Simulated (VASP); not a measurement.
Runs of VASP 6.6.1 on BP. The structure is that of space group F-43m (No. 216), or close to it. The cells are those of the table. 

```tsv
level	cell	cutoff (eV)	gap on the mesh (eV)	pressure (GPa)
PBE	a = 3.265, b = 3.216 Å, angles 60.5, 59.0, 60.5°, 2 atoms	520	1.07	-4.7
PBE	a = 3.232, b = 3.216 Å, angles 60.2, 59.7, 60.2°, 2 atoms	520	1.19	-1.8
PBE	a = 3.273, b = 3.216 Å, angles 60.6, 58.9, 60.6°, 2 atoms	520	1.04	-5.4
PBE	a = 3.168, b = 3.216 Å, angles 59.5, 61.0, 59.5°, 2 atoms	520	(b)	5.0
PBE+D3(BJ)	a = 3.281, b = 3.216 Å, angles 60.7, 58.7, 60.7°, 2 atoms	500	1.01	-10.1
PBE	a = 3.248, b = 3.216 Å, angles 60.3, 59.3, 60.3°, 2 atoms	520	(a)	-3.3
PBE	a = 3.200, b = 3.216 Å, angles 59.8, 60.3, 59.8°, 2 atoms	520	(c)	1.4
PBE	a = 3.281, b = 3.216 Å, angles 60.7, 58.7, 60.7°, 2 atoms	520	1.01	-6.1
```

Alike in all rows: task single point; potentials or basis VASP PAW PBE potentials, release 64 (B, P); no spin polarisation; k mesh 10 × 10 × 10; smearing gaussian 0.05 eV.

Task: Fill in the values left out.

Result: (a) 1.13; (b) 0.75; (c) 1.08.

Caveats: three body term missing (some runs).

A k mesh can miss the band edges.
